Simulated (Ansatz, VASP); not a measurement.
## One calculation of Al5Co2Ni3, two programs

```
Al Ni Co
1.0
     2.87218    0.00000    0.00000
     0.00000    2.87218    0.00000
     0.00000    0.00000   14.46243
Al Ni Co
5 3 2
Direct
  0.00000 0.00000 0.89889
  0.00000 0.00000 0.10111
  0.00000 0.00000 0.29719
  0.00000 0.00000 0.50000
  0.00000 0.00000 0.70281
  0.50000 0.50000 0.00000
  0.50000 0.50000 0.39856
  0.50000 0.50000 0.60144
  0.50000 0.50000 0.19815
  0.50000 0.50000 0.80185
```

Alike in both runs: task single point; functional PBE; k mesh 6 × 6 × 2; occupations gaussian, width 0.1 eV; collinear spin.

|  | VASP | Ansatz |
| --- | --- | --- |
| version | VASP 6.6.1 | Ansatz 0.2.0 |
| potentials or method | VASP PAW PBE potentials, release 64 (Al, Ni, Co), cutoff 520 eV | scalar-relativistic, plane waves, PAW |
| valence electrons in the cell | 63 | 103 |

|  | VASP | Ansatz | Ansatz less VASP |
| --- | --- | --- | --- |
| gap on the k mesh at the Fermi level (eV) | none | none | - |
| pressure (GPa) | -0.1 | 0.1 | +0.26 |
| traceless stress, the component that is largest in VASP (GPa) | 1.59 | 0.84 | -0.744 |
| rms of the force components (eV/Å) | 0.012 | 0.030 | +0.0180 |
| net moment per atom (μB) | 0.00 | 0.08 | +0.079 |
| size of the moment on the site where the two differ most (μB) | 0.00 | 0.44 | +0.435 |

Site moments also hang on the region over which each program counts them. Atom by atom the forces differ by 0.024 eV/Å (rms over components). A gap of «none» marks a metal or a gap that the smearing closes. VASP's potentials hold 63 valence electrons a cell and Ansatz's 103, so a difference there can come from the potentials and not from the codes.

The k mesh is coarse, so the values compare programs but aren't converged.
